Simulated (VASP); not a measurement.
## LiCl: single point with PBE

Crystal: LiCl.

```xyz
4
Lattice="3.9571 0.0000 0.0000 -1.9786 3.4270 0.0000 0.0000 0.0000 5.4913" Properties=species:S:1:pos:R:3 pbc="T T T"
Li    0.0000    2.2846    1.3728
Li    1.9786    1.1423    4.1184
Cl    1.9786    1.1423    1.3728
Cl    0.0000    2.2846    4.1184
```

This cell differs from its parent crystal: epitaxial xy strain -4.9%.

| Item | Value |
| --- | --- |
| Program | VASP 6.6.1 |
| Task | single point |
| Functional | PBE |
| Potentials or basis | VASP PAW PBE potentials, release 64 (Li_sv, Cl) |
| Cutoff | 520 eV |
| k mesh | 12 × 12 × 6 |
| Occupations | fermi-dirac, width 0.02 eV |
| Spin | no spin polarisation |

```json
{"Band gap on the k mesh": "5.78 eV, direct"}
```

Levels at points of the mesh, in eV from the valence-band top:
```
           k point  band 8  band 9  band 10  band 11  band 12  band 13
(0.00, 0.00, 0.00)   -0.79   -0.79     0.00     5.78     8.20     8.92
(0.50, 0.00, 0.00)   -1.83   -1.00    -0.99     7.43     8.34     8.50
(0.00, 0.00, 0.50)   -1.10   -1.10    -1.10     7.67     7.67     9.05
(0.50, 0.00, 0.50)   -1.53   -0.73    -0.73     7.12     7.12     8.98
```

Wall time 70 s on 1 thread of Intel(R) Xeon(R) Platinum 8488C (Sapphire Rapids) (shared host), peak memory 0.22 GiB.

Caveat: the cell differs from its parent crystal (epitaxial xy strain -4.9%). A k mesh can miss the band edges.
